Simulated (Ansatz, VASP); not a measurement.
## Sn3Se: VASP beside Ansatz

File INCAR:

```
ALGO = Normal ; EDIFF = 1E-6
ENCUT = 520 ; GGA = PS
ISIF = 2 ; ISMEAR = 0
LASPH = True ; LCHARG = False
LREAL = False ; LWAVE = False
NBANDS = 32 ; NELM = 100
PREC = Accurate ; SIGMA = 0.15
```

KPOINTS

```
k-points
0
Gamma
  12 12 12
```

The input POSCAR:

```
Sn3Se
1.0
    4.7879705546     -0.7366108546     -0.7366108546
   -0.7366108546      4.7879705546     -0.7366108546
   -0.7366108546     -0.7366108546      4.7879705546
Sn Se
3 1
Direct
    0.0000000000      0.5000000000      0.5000000000
    0.5000000000      0.0000000000      0.5000000000
    0.5000000000      0.5000000000      0.0000000000
    0.0000000000      0.0000000000      0.0000000000
```

Input for Ansatz:

```yaml
crystal:
  lattice:
    - [4.7879705546, -0.7366108546, -0.7366108546]
    - [-0.7366108546, 4.7879705546, -0.7366108546]
    - [-0.7366108546, -0.7366108546, 4.7879705546]
  atoms:
    - { symbol: Sn, position: [0.0, 0.5, 0.5] }
    - { symbol: Sn, position: [0.5, 0.0, 0.5] }
    - { symbol: Sn, position: [0.5, 0.5, 0.0] }
    - { symbol: Se, position: [0.0, 0.0, 0.0] }
basis:
  ecutwfc: 420
kpoints:
  mp_grid: { grid: [12, 12, 12] }
hamiltonian:
  xc: pbesol
scf:
  occupations: { method: gaussian, width: 0.15 }
output:
  forces: true
  stress: true
  eigenvalues: true
```

Alike in both runs: task single point; functional PBEsol; k mesh 12 × 12 × 12; occupations gaussian, width 0.15 eV; no spin polarisation.

|  | VASP | Ansatz |
| --- | --- | --- |
| version | VASP 6.6.1 | Ansatz 0.2.0 |
| potentials or method | VASP PAW PBE potentials, release 64 (Sn_d, Se), cutoff 520 eV | scalar-relativistic, plane waves, PAW |
| valence electrons in the cell | 48 | 58 |

Ansatz gave:

| Quantity | Value |
| --- | --- |
| gap on the k mesh at the Fermi level (eV) | none |
| pressure (GPa) | 2.5 |
| traceless stress, the component that is largest in VASP (GPa) | -2.43 |

Q: Estimate VASP's values.

A: gap on the k mesh at the Fermi level (eV): none; pressure (GPa): 2.5; traceless stress, the component that is largest in VASP (GPa): -2.42.

VASP's potentials were made for PBE, not for PBEsol. A gap of «none» marks a metal or a gap that the smearing closes. VASP's potentials hold 48 valence electrons a cell and Ansatz's 58, so a difference there can come from the potentials and not from the codes.
